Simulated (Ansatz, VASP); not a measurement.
# SnF5: VASP beside Ansatz

```xyz
6
Lattice="4.7766 0.0000 0.0000 -2.3883 4.1366 0.0000 0.0000 0.0000 3.3535" Properties=species:S:1:pos:R:3 pbc="T T T"
Sn    0.0000    0.0000    1.6767
F    -1.7135    2.9679    0.0000
F     3.4271    0.0000    0.0000
F     0.6747    1.1687    0.0000
F     2.3883    1.3789    1.6767
F     0.0000    2.7578    1.6767
```

Change from the starting cell: species swapped into the CaMg5 type (P-62m, No. 189).

Alike in both runs: functional PBE; k mesh 6 × 6 × 6; occupations gaussian, width 0.1 eV; no spin polarisation.

Ansatz relaxed the structure, and its values are those at the end. VASP's run is a single point on that final structure, the one shown.

```csv
,VASP,Ansatz
version,VASP 6.6.1,Ansatz 0.2.0
potentials or method,"VASP PAW PBE potentials, release 64 (Sn_d, F), cutoff 520 eV","scalar-relativistic, plane waves, PAW"
valence electrons in the cell,49,49
```

Ansatz gave:

| Item | Value |
| --- | --- |
| gap on the k mesh at the Fermi level (eV) | none |
| pressure (GPa) | -0.2 |
| rms of the force components (eV/Å) | 0.007 |

Question: What did VASP give for the same quantities?

Answer: gap on the k mesh at the Fermi level (eV): none; pressure (GPa): 0.0; rms of the force components (eV/Å): 0.036.

A gap of «none» marks a metal or a gap that the smearing closes.
